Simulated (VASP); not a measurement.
Input of a VASP 6.6.1 run:

The input INCAR:

```
PREC = Accurate ; ENCUT = 520
EDIFF = 1E-6 ; ISMEAR = -1
SIGMA = 0.03 ; LREAL = F
LASPH = T ; NELM = 60
ALGO = Normal ; ISIF = 2
LWAVE = F ; LCHARG = F
GGA = PE ; NBANDS = 12
```

KPOINTS

```
regular mesh
0
Gamma
  10 10 10
```

Contents of POSCAR:

```
LiF
1.0
    0.0000000000      2.0535002244      2.0535002244
    2.0535002244      0.0000000000      2.0535002244
    2.0535002244      2.0535002244      0.0000000000
Li F
1 1
Direct
    0.0000000000      0.0000000000      0.0000000000
    0.5000000000      0.5000000000      0.5000000000
```

Potentials or basis: VASP PAW PBE potentials, release 64 (Li_sv, F).

Run with:

```console
$ cat potpaw_PBE.64/Li_sv/POTCAR potpaw_PBE.64/F/POTCAR > POTCAR
$ mpirun -np 1 vasp_std > vasp.out
```

What does it give for the band gap on the k mesh?

8.59 eV, direct.

 A k mesh can miss the band edges.
